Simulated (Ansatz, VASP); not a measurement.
Sn3Te: VASP beside Ansatz

Contents of INCAR:

```
PREC = Accurate ; ENCUT = 520
EDIFF = 1E-6 ; ISMEAR = 1
SIGMA = 0.0066 ; LREAL = F
LASPH = T ; NELM = 100
ALGO = Normal ; ISIF = 2
LWAVE = F ; LCHARG = F
GGA = PE ; NBANDS = 32
```

KPOINTS

```
regular mesh
0
Gamma
  4 4 4
```

The input POSCAR:

```
Sn3Te
1.0
    4.8656220000      0.0000000000      0.0000000000
    0.0000000000      4.8656220000      0.0000000000
    0.0000000000      0.0000000000      4.8656220000
Sn Te
3 1
Direct
    0.5000000000      0.5000000000      0.0000000000
    0.5000000000      0.0000000000      0.5000000000
    0.0000000000      0.5000000000      0.5000000000
    0.0000000000      0.0000000000      0.0000000000
```

Input for Ansatz:

```yaml
crystal:
  lattice:
    - [4.865622, 0.0, 0.0]
    - [0.0, 4.865622, 0.0]
    - [0.0, 0.0, 4.865622]
  atoms:
    - { symbol: Sn, position: [0.5, 0.5, 0.0] }
    - { symbol: Sn, position: [0.5, 0.0, 0.5] }
    - { symbol: Sn, position: [0.0, 0.5, 0.5] }
    - { symbol: Te, position: [0.0, 0.0, 0.0] }
basis:
  ecutwfc: 420
kpoints:
  mp_grid: { grid: [4, 4, 4] }
hamiltonian:
  xc: pbe
scf:
  occupations: { method: cold, width: 0.0066 }
  n_extra_bands: 3
output:
  forces: true
  stress: true
  eigenvalues: true
```

Alike in both runs: task single point; functional PBE; k mesh 4 × 4 × 4; no spin polarisation.

```csv
,VASP,Ansatz
version,VASP 6.6.1,Ansatz 0.2.0
potentials or method,"VASP PAW PBE potentials, release 64 (Sn_d, Te), cutoff 520 eV","scalar-relativistic, plane waves, PAW"
occupations,"methfessel-paxton of order 1, width 0.0066 eV","cold, width 0.0066 eV"
valence electrons in the cell,48,58
```

```tsv
	VASP	Ansatz	Ansatz less VASP
gap on the k mesh at the Fermi level (eV)	none	none	-
pressure (GPa)	-0.2	-0.2	+0.06
```

A gap of «none» marks a metal or a gap that the smearing closes. VASP's potentials hold 48 valence electrons a cell and Ansatz's 58, so a difference there can come from the potentials and not from the codes.

Neither program's run includes spin-orbit coupling.
